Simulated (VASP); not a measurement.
Wanted: the native input for a VASP 6.6.1 run.

```
Task                   : single point
Functional             : PBE
Potentials or basis    : VASP PAW PBE potentials, release 64 (Ba_sv, O)
Cutoff                 : 600 eV
k mesh                 : 8 × 8 × 8
Occupations            : fermi-dirac, width 0.02 eV
Spin                   : no spin polarisation
Dipole correction      : no
Further INCAR settings : ALGO = Normal; EDIFF = 1e-06; NBANDS = 15
```

The structure of BaO lies in POSCAR:

```
BaO
1.0
    0.0000000000      2.7591362797      2.7591362797
    2.7591362797      0.0000000000      2.7591362797
    2.7591362797      2.7591362797      0.0000000000
Ba O
1 1
Direct
    0.0000000000      0.0000000000      0.0000000000
    0.5000000000      0.5000000000      0.5000000000
```

The input as run:

INCAR

```
  PREC = Accurate
  ENCUT = 600
  EDIFF = 1E-6
  ISMEAR = -1
  SIGMA = 0.02
  LREAL = False
  LASPH = True
  NELM = 120
  ALGO = Normal
  ISIF = 2
  LWAVE = False
  LCHARG = False
  GGA = PE
  NBANDS = 15
  GGA_COMPAT = False
```

KPOINTS

```
Automatic mesh
0
Gamma
  8 8 8
```

Potentials or basis: VASP PAW PBE potentials, release 64 (Ba_sv, O).

The run is started by

```sh
$ cat potpaw_PBE.64/Ba_sv/POTCAR potpaw_PBE.64/O/POTCAR > POTCAR
$ mpirun -np 1 vasp_std > vasp.out
```

Results of the run:

| Item | Value |
| --- | --- |
| Pressure | 3.9 GPa |
| Band gap on the k mesh | 1.94 eV |

Caveat: the cell stands under pressure; spin-orbit coupling is left out, which moves the levels of the heavy elements.

It took 34 s on 1 thread of AMD EPYC 7R13, on a shared host, peak memory 0.16 GiB.
